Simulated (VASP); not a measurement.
Set up this calculation in VASP 6.6.1, as the native input.

```
Task                   : single point
Functional             : PBE
Potentials or basis    : VASP PAW PBE potentials, release 64 (Ba_sv, S)
Cutoff                 : 520 eV
k mesh                 : 8 × 8 × 8
Occupations            : fermi-dirac, width 0.02 eV
Spin                   : no spin polarisation
Dipole correction      : no
Further INCAR settings : ALGO = Normal; EDIFF = 1e-07; NBANDS = 15
```

The structure of BaS lies in POSCAR:

```
BaS
1.0
    0.0000000000      3.2117958702      3.2117958702
    3.0913535251      0.0000000000      3.2117958702
    3.0913535251      3.2117958702      0.0000000000
Ba S
1 1
Direct
    0.0000000000      0.0000000000      0.0000000000
    0.5000000000      0.5000000000      0.5000000000
```

This cell differs from its parent crystal: uniaxial x strain -3.8%.

The input as run:

INCAR

```
SYSTEM = BaS
PREC = Accurate
ENCUT = 520
EDIFF = 1E-7
ISMEAR = -1
SIGMA = 0.02
LREAL = .False.
LASPH = .True.
NELM = 100
ALGO = Normal
ISIF = 2
LWAVE = .False.
LCHARG = .True.
GGA = PE
LELF = .True.
LVHAR = .True.
NBANDS = 15
```

KPOINTS

```
regular mesh
0
Gamma
  8 8 8
  0 0 0
```

Potentials or basis: VASP PAW PBE potentials, release 64 (Ba_sv, S).

Launch:

```bash
$ cat potpaw_PBE.64/Ba_sv/POTCAR potpaw_PBE.64/S/POTCAR > POTCAR
$ mpirun -np 1 vasp_std > vasp.out
```

Results of the run:

```
Pressure               : 2.7 GPa
Band gap on the k mesh : 1.95 eV, indirect (least direct gap 2.09 eV)
```

Caveat: the cell differs from its parent crystal (uniaxial x strain -3.8%); spin-orbit coupling is left out, which moves the levels of the heavy elements.

Wall time 24 s on 1 thread of Intel(R) Xeon(R) Platinum 8559C (Emerald Rapids) (shared host), peak memory 0.24 GiB.
